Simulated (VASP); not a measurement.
# SnO (P4/nmm) in VASP: single point with PBE+D3(BJ)

Aim: the single point of SnO with PBE+D3(BJ).

Everything below comes from runs of VASP 6.6.1. Logs are shortened: lines on timing, memory, paths and dates and some standing lists are left out, and cuts for length are marked.

## Step 1: The cell of the first run

The structure is tetragonal, space group P4/nmm (No. 129). The conventional cell has a = 3.837 Å, b = 3.837 Å, c = 4.760 Å, α = 90.00°, β = 90.00°, γ = 90.00°. Sn (site symmetry 4mm) has 4 O at 2.24 Å within 3.0 Å. Within 3.0 Å of O (site symmetry -4m2) lie 4 Sn at 2.24 Å and 4 O at 2.71 Å.

## Step 2: Single point, PBE+D3(BJ)

INCAR

```
  PREC = Accurate
  ENCUT = 1340
  EDIFF = 1E-6
  ISMEAR = 0
  SIGMA = 0.05
  LREAL = False
  LASPH = True
  NELM = 120
  ALGO = Normal
  ISIF = 2
  LWAVE = False
  LCHARG = False
  GGA = PE
  IVDW = 12
  NBANDS = 28
  GGA_COMPAT = False
```

KPOINTS

```
regular mesh
0
Gamma
  10 10 8
```

POSCAR

```
SnO
1.0
    3.8366801346      0.0000000000      0.0000000000
    0.0000000000      3.8366801346      0.0000000000
    0.0000000000      0.0000000000      4.7603642290
Sn O
2 2
Direct
    0.5000000000      0.0000000000      0.2434009502
    0.0000000000      0.5000000000      0.7565990498
    0.0000000000      0.0000000000      0.0000000000
    0.5000000000      0.5000000000      0.0000000000
```

Potentials or basis: VASP PAW PBE potentials, release 64 (Sn_d, O_h).

Started as:

```console
$ cat potpaw_PBE.64/Sn_d/POTCAR potpaw_PBE.64/O_h/POTCAR > POTCAR
$ mpirun -np 1 vasp_std > vasp.out
```

OUTCAR:

```text
PREC = Accurate
   ENCUT = 1340
   EDIFF = 1E-6
   ISMEAR = 0
   LREAL = False
   LASPH = True
   NELM = 120
   ISIF = 2
   GGA = PE
   IVDW = 12
 IVDW          = 12

 ion  position               nearest neighbor table
   1  0.500  0.000  0.243-   3 2.24   4 2.24   4 2.24   3 2.24   2 3.57   2 3.57   2 3.57   2 3.57
                             2 3.65   2 3.65   2 3.65   2 3.65
   2  0.000  0.500  0.757-   3 2.24   4 2.24   3 2.24   4 2.24   1 3.57   1 3.57   1 3.57   1 3.57
                             1 3.65   1 3.65   1 3.65   1 3.65
   3  0.000  0.000  0.000-   1 2.24   2 2.24   2 2.24   1 2.24
   4  0.500  0.500  0.000-   1 2.24   2 2.24   1 2.24   2 2.24

  LATTYP: Found a simple tetragonal cell.
 ALAT       =     3.8366801346
 C/A-ratio  =     1.2407508737

  Lattice vectors:

 A1 = (   3.8366801346,   0.0000000000,   0.0000000000)
 A2 = (   0.0000000000,   3.8366801346,   0.0000000000)
 A3 = (   0.0000000000,   0.0000000000,   4.7603642290)

Analysis of symmetry for initial positions (statically):
=====================================================================
 Subroutine PRICEL returns:
 Original cell was already a primitive cell.

 Routine SETGRP: Setting up the symmetry group for a
 simple tetragonal supercell.

 Subroutine GETGRP returns: Found 16 space group operations
 (whereof  8 operations were pure point group operations)
 out of a pool of 16 trial point group operations.

The static configuration has the point symmetry D_2d.
 The point group associated with its full space group is D_4h.

Analysis of symmetry for dynamics (positions and initial velocities):
=====================================================================
 Subroutine PRICEL returns:
 Original cell was already a primitive cell.

 Routine SETGRP: Setting up the symmetry group for a
 simple tetragonal supercell.

 Subroutine GETGRP returns: Found 16 space group operations
 (whereof  8 operations were pure point group operations)
 out of a pool of 16 trial point group operations.

The dynamic configuration has the point symmetry D_2d.
 The point group associated with its full space group is D_4h.

 Subroutine INISYM returns: Found 16 space group operations
 (whereof  8 operations are pure point group operations),
 and found     1 'primitive' translations

----------------------------------------------------------------------------------------

                                     Primitive cell

  volume of cell :      70.0731

  direct lattice vectors                    reciprocal lattice vectors
     3.836680135  0.000000000  0.000000000     0.260642004  0.000000000  0.000000000
     0.000000000  3.836680135  0.000000000     0.000000000  0.260642004  0.000000000
     0.000000000  0.000000000  4.760364229     0.000000000  0.000000000  0.210067959

  length of vectors
     3.836680135  3.836680135  4.760364229     0.260642004  0.260642004  0.210067959

  position of ions in fractional coordinates (direct lattice)
     0.500000000  0.000000000  0.243400950
     0.000000000  0.500000000  0.756599050
     0.000000000  0.000000000  0.000000000
     0.500000000  0.500000000  0.000000000

  ion indices of the primitive-cell ions
   primitive index   ion index
                 1           1
                 2           2
                 3           3
                 4           4

----------------------------------------------------------------------------------------

 KPOINTS: regular mesh

Automatic generation of k-mesh.
 Grid dimensions read from file:
 generate k-points for:   10   10    8

 Generating k-lattice:

  Cartesian coordinates                     Fractional coordinates (reciprocal lattice)
     0.026064200  0.000000000  0.000000000     0.100000000  0.000000000  0.000000000
     0.000000000  0.026064200  0.000000000     0.000000000  0.100000000  0.000000000
     0.000000000  0.000000000  0.026258495     0.000000000  0.000000000  0.125000000

  Length of vectors
     0.026064200  0.026064200  0.026258495

  Shift w.r.t. Gamma in fractional coordinates (k-lattice)
     0.000000000  0.000000000  0.000000000

 Subroutine IBZKPT returns following result:
 ===========================================

 Found    105 irreducible k-points:

 Following reciprocal coordinates:
            Coordinates               Weight
  0.000000  0.000000  0.000000      1.000000
  0.100000  0.000000  0.000000      4.000000
  0.200000  0.000000  0.000000      4.000000
  0.300000  0.000000  0.000000      4.000000
  0.400000  0.000000  0.000000      4.000000
  0.500000  0.000000  0.000000      2.000000
[... 16 lines left out ...]
  0.100000  0.000000  0.125000      8.000000
  0.200000  0.000000  0.125000      8.000000
 [... further k-points ...]
   k-points           NKPTS =    105   k-points in BZ     NKDIM =    105   number of bands    NBANDS=     28
   number of dos      NEDOS =    301   number of ions     NIONS =      4
   total plane-waves  NPLWV = 138240
   dimension x,y,z NGX =    48 NGY =   48 NGZ =   60
   dimension x,y,z NGXF=    96 NGYF=   96 NGZF=  120
   ions per type =               2   2
   NGX,Y,Z   is equivalent  to a cutoff of  20.80, 20.80, 20.95 a.u.
   NGXF,Y,Z  is equivalent  to a cutoff of  41.60, 41.60, 41.91 a.u.
 SYSTEM =  unknown system
   PREC   = accura    normal or accurate (medium, high low for compatibility)
   ISTART =      0    job   : 0-new  1-cont  2-samecut
   ICHARG =      2    charge: 1-file 2-atom 10-const
   ISPIN  =      1    spin polarized calculation?
   LNONCOLLINEAR =      F non collinear calculations
   LSORBIT =      F    spin-orbit coupling
   LASPH  =      T    aspherical Exc in radial PAW
   ENCUT  = 1340.0 eV  98.49 Ry    9.92 a.u.  11.45 11.45 14.21*2*pi/ulx,y,z
   NELM   =    120;   NELMIN=  2; NELMDL= -5     # of ELM steps
   EDIFF  = 0.1E-05   stopping-criterion for ELM
   LREAL  =      F    real-space projection
   EDIFFG = 0.1E-04   stopping-criterion for IOM
   NSW    =      0    number of steps for IOM
   IBRION =     -1    ionic relax: 0-MD 1-quasi-New 2-CG
   NFREE  =      0    steps in history (QN), initial steepest desc. (CG)
   ISIF   =      2    stress and relaxation
   ISYM   =      2    0-nonsym 1-usesym 2-fastsym
   POTIM  = 0.5000    time-step for ionic-motion
   TEBEG  =    0.0;   TEEND  =   0.0 temperature during run
   PSTRESS=    0.0 pullay stress
   NELECT =      40.0000    total number of electrons
   NUPDOWN=      -1.0000    fix difference up-down
   EMIN   =  10.00;   EMAX   =-10.00  energy-range for DOS
   EFERMI =   0.00;   METHOD = LEGACY
   ISMEAR =     0;   SIGMA  =   0.05  broadening in eV -4-tet -1-fermi 0-gaus
   EFERMI_NEDOS =   21; number of points for ismear=-14 and -15
   IALGO  =     38    algorithm
   IMIX   =      4    mixing-type and parameters
     AMIX     =   0.40;   BMIX     =  1.00
     AMIX_MAG =   1.60;   BMIX_MAG =  1.00
  volume/ion in A,a.u.               =      17.52       118.22
  Fermi-wavevector in a.u.,A,eV,Ry     =   1.358035  2.566314 25.092677  1.844260
  Thomas-Fermi vector in A             =   2.484903
   LORBIT       =      0    0 simple, 1 ext, 2 COOP (PROOUT), +10 PAW based schemes
   GGA     = PE    functional components
   LHFCALC =     F    Hartree Fock is set to
   AEXX    =    0.0000 exact exchange contribution
   IVDW    =    12    specifies the selected vdW correction
   LEPSILON=     F    determine dielectric tensor
   LRPA    =     F    only Hartree local field effects (RPA)
 non-spin polarized calculation
 Gauss-broadening in eV      SIGMA  =   0.05
  energy-cutoff  :     1340.00
  volume of cell :       70.07
 maximum number of plane-waves:      7846
 NGX is ok and might be reduce to    48
   NGX = 23   NGY = 23   NGZ = 29

 number of electron      40.0000002 magnetization

 Free energy of the ion-electron system (eV)
  ---------------------------------------------------
  ext. energy  EPLUGINS =         0.00000000
  ---------------------------------------------------
  free energy    TOTEN  =       -22.70474692 eV

  energy without entropy =      -22.70449355  energy(sigma->0) =      -22.70462024

 E-fermi :   7.3397     XC(G=0): -10.2788

 val. band max:        7.3152705322   @ k =   0.5000   0.5000   0.0000
 cond. band min:       7.5646930839   @ k =   0.5000   0.5000   0.1250
 fundamental gap:      0.2494225517
 Fermi energy:         7.3397059888

 k-point     1 :       0.0000    0.0000    0.0000
  band No.  band energies     occupation
      1     -14.6136      2.00000
      2     -14.2214      2.00000
      3     -14.2214      2.00000
      4     -14.2122      2.00000
      5     -14.1819      2.00000
      6     -14.1734      2.00000
[... 20 lines left out ...]
     27      13.9892      0.00000
     28      14.3991      0.00000

 k-point     2 :       0.1000    0.0000    0.0000
  band No.  band energies     occupation
      1     -14.6079      2.00000
      2     -14.2196      2.00000
      3     -14.2187      2.00000
      4     -14.2109      2.00000
      5     -14.1823      2.00000
      6     -14.1699      2.00000
[... 20 lines left out ...]
     27      14.1313      0.00000
     28      15.1727      0.00000

 k-point     3 :       0.2000    0.0000    0.0000
  band No.  band energies     occupation
      1     -14.5915      2.00000
      2     -14.2435      2.00000
      3     -14.2141      2.00000
      4     -14.2111      2.00000
      5     -14.1830      2.00000
      6     -14.1829      2.00000
[... 20 lines left out ...]
     27      14.3080      0.00000
     28      16.7309      0.00000

 k-point     4 :       0.3000    0.0000    0.0000
  band No.  band energies     occupation
      1     -14.5659      2.00000
      2     -14.3300      2.00000
      3     -14.2050      2.00000
      4     -14.2001      2.00000
      5     -14.1834      2.00000
      6     -14.1797      2.00000
[... 20 lines left out ...]
     27      14.5849      0.00000
     28      17.7818      0.00000

 k-point     5 :       0.4000    0.0000    0.0000
  band No.  band energies     occupation
      1     -14.5298      2.00000
      2     -14.4130      2.00000
      3     -14.1941      2.00000
      4     -14.1892      2.00000
      5     -14.1830      2.00000
      6     -14.1787      2.00000
[... 20 lines left out ...]
     27      14.9897      0.00000
     28      16.6051      0.00000

 k-point     6 :       0.5000    0.0000    0.0000
  band No.  band energies     occupation
      1     -14.4799      2.00000
      2     -14.4799      2.00000
      3     -14.1843      2.00000
      4     -14.1843      2.00000
      5     -14.1834      2.00000
      6     -14.1834      2.00000
[... 463 lines left out ...]
      5     -14.1571      2.00000
      6     -14.1571      2.00000
[... 20 lines left out ...]
     27      15.5671      0.00000
     28      15.5671      0.00000

 k-point    22 :       0.0000    0.0000    0.1250
  band No.  band energies     occupation
      1     -14.6107      2.00000
      2     -14.2176      2.00000
      3     -14.2176      2.00000
      4     -14.2151      2.00000
      5     -14.1798      2.00000
      6     -14.1712      2.00000
[... 20 lines left out ...]
     27      13.9899      0.00000
     28      14.5254      0.00000

 k-point    23 :       0.1000    0.0000    0.1250
  band No.  band energies     occupation
      1     -14.6053      2.00000
      2     -14.2195      2.00000
      3     -14.2162      2.00000
      4     -14.2108      2.00000
      5     -14.1794      2.00000
      6     -14.1682      2.00000
[... 20 lines left out ...]
     27      14.1926      0.00000
     28      15.2480      0.00000

 k-point    24 :       0.2000    0.0000    0.1250
  band No.  band energies     occupation
      1     -14.5898      2.00000
      2     -14.2519      2.00000
      3     -14.2123      2.00000
      4     -14.2068      2.00000
      5     -14.1846      2.00000
      6     -14.1782      2.00000
[... 20 lines left out ...]
     27      14.4796      0.00000
     28      16.7218      0.00000

 [... further k-points ...]

------------------------ aborting loop because EDIFF is reached ----------------------------------------

 Edisp (eV)   -0.93929

 E8    (eV) :    -0.4076

  FORCE on cell =-STRESS in cart. coord.  units (eV):
  Direction    XX          YY          ZZ          XY          YZ          ZX
  --------------------------------------------------------------------------------------
  -------------------------------------------------------------------------------------
  Total       0.06122     0.06122     0.07241     0.00000     0.00000     0.00000
  in kB       1.39986     1.39986     1.65572     0.00000     0.00000     0.00000
  external pressure =        1.49 kB  Pullay stress =        0.00 kB

 VOLUME and BASIS-vectors are now :
 -----------------------------------------------------------------------------
  energy-cutoff  :     1340.00
  volume of cell :       70.07
      direct lattice vectors                 reciprocal lattice vectors
     3.836680135  0.000000000  0.000000000     0.260642004  0.000000000  0.000000000
     0.000000000  3.836680135  0.000000000     0.000000000  0.260642004  0.000000000
     0.000000000  0.000000000  4.760364229     0.000000000  0.000000000  0.210067959

 POSITION                                       TOTAL-FORCE (eV/Angst)
 -----------------------------------------------------------------------------------
      1.91834      0.00000      1.15868         0.000000      0.000000      0.071512
      0.00000      1.91834      3.60169        -0.000000      0.000000     -0.071512
      0.00000      0.00000      0.00000        -0.000000      0.000000      0.000000
      1.91834      1.91834      0.00000        -0.000000     -0.000000      0.000000
 -----------------------------------------------------------------------------------
    total drift:                                0.000000      0.000000     -0.000000

  FREE ENERGIE OF THE ION-ELECTRON SYSTEM (eV)
  ---------------------------------------------------
  free  energy   TOTEN  =       -23.6440398161 eV

  energy  without entropy=      -23.6437864430  energy(sigma->0) =      -23.64391313
```

It took 5.6 min on 1 thread of Intel Xeon 6975P-C (Granite Rapids), shared host; peak memory 0.84 GiB.

Results:

| Quantity | Value |
| --- | --- |
| Free energy | -23.6440 eV |
| Pressure | 0.1 GPa |
| Largest force | 0.072 eV/Å |
| Band gap on the k mesh | zero (filled and empty bands touch) |
| Dispersion energy per atom | -0.235 eV |

Forces in eV/Å, atoms in the order of the input:
```
Sn   0.000  0.000  0.072
Sn   0.000  0.000 -0.072
O    0.000  0.000  0.000
O    0.000  0.000  0.000
```

Levels at points of the mesh, in eV from the Fermi level:
```csv
k point,band 16,band 17,band 18,band 19,band 20,band 21,band 22,band 23,band 24,band 25
"(0.00, 0.00, 0.00)",-6.12,-3.37,-3.08,-3.08,-0.03,2.13,4.51,4.51,4.65,5.84
"(0.50, 0.00, 0.00)",-4.85,-4.72,-4.72,-2.70,-2.70,3.26,3.26,5.78,5.78,6.10
"(0.50, 0.50, 0.00)",-4.96,-2.43,-2.43,-1.88,-1.88,-0.02,-0.02,4.53,4.53,7.42
"(0.00, 0.00, 0.50)",-3.45,-3.10,-3.10,-3.03,-2.11,1.69,2.80,2.80,3.54,8.09
"(0.50, 0.00, 0.50)",-5.36,-4.67,-4.67,-1.70,-1.70,2.67,2.67,5.25,5.25,6.72
"(0.50, 0.50, 0.50)",-5.49,-2.76,-2.76,-2.43,-2.43,2.31,2.31,4.20,4.20,5.58
```

Caveat: semilocal functionals underestimate gaps, and a narrow one can read as zero; spin-orbit coupling is left out, which moves the levels of the heavy elements.

The gap in the log of VASP goes by the Fermi energy; the results here count the filled bands.